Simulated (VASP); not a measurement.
Set up this calculation in VASP 6.6.1, as the native input.

```
Task                   : relaxation of cell and atoms
Functional             : PBE
Dispersion             : D3(BJ)
Potentials or basis    : VASP PAW PBE potentials, release 64 (Pd)
Cutoff                 : 600 eV
k mesh                 : 12 × 12 × 12
Occupations            : fermi-dirac, width 0.05 eV
Spin                   : no spin polarisation
Dipole correction      : no
Further INCAR settings : ALGO = Fast; EDIFF = 1e-07; IBRION = 2; EDIFFG = -0.01; NSW = 60; ISIF = 3
```

The structure of Pd lies in POSCAR:

```
Pd
1.0
   -1.5722810000      1.5722810000      1.5722810000
    1.5722810000     -1.5722810000      1.5722810000
    1.5722810000      1.5722810000     -1.5722810000
Pd
1
Direct
    0.0000000000      0.0000000000      0.0000000000
```

These files were run (other wordings do the same):

INCAR

```
ALGO     = Fast           # electronic algorithm
EDIFF    = 1E-7           # SCF threshold, eV
EDIFFG   = -0.01          # ionic threshold
ENCUT    = 600            # plane-wave cutoff, eV
GGA      = PE             # functional
IBRION   = 2              # ionic algorithm
ISIF     = 3              # what is computed and relaxed
ISMEAR   = -1             # smearing method
IVDW     = 12             # dispersion correction
LASPH    = True           # aspherical terms in the spheres
LCHARG   = False          # write CHGCAR
LREAL    = False          # projectors in reciprocal space
LWAVE    = False          # write WAVECAR
NELM     = 100            # most SCF steps
NSW      = 60             # ionic steps
PREC     = Accurate       # precision mode
SIGMA    = 0.05           # smearing width, eV
```

KPOINTS

```
k-points
0
Gamma
  12 12 12
```

Potentials or basis: VASP PAW PBE potentials, release 64 (Pd).

Command:

```bash
$ cat potpaw_PBE.64/Pd/POTCAR > POTCAR
$ mpirun -np 1 vasp_std > vasp.out
```

It gave:

```json
{
  "Relaxed volume": "14.79 Å³/atom",
  "Relaxed cell": "a = 2.678 Å, b = 2.678 Å, c = 2.678 Å, α = 109.47°, β = 109.47°, γ = 109.47°",
  "Space group after relaxing (to 0.05 Å)": "Im-3m (No. 229)",
  "Energy gained by relaxing": "20.5 meV/atom",
  "Ionic steps": "4",
  "Pressure after relaxing": "0.0 GPa",
  "Band gap on the k mesh": "zero (band 5 reaches 10.34 eV, above the bottom of band 6 at 8.66 eV)",
  "Dispersion energy per atom": "-0.665 eV"
}
```

Caveat: pairwise dispersion overbinds metals, which lowers pressure and volume.

Run time: 27 s on 1 thread of AMD EPYC 9R45 96-Core Processor (Zen 5), with other jobs on the host, peak memory 0.13 GiB.
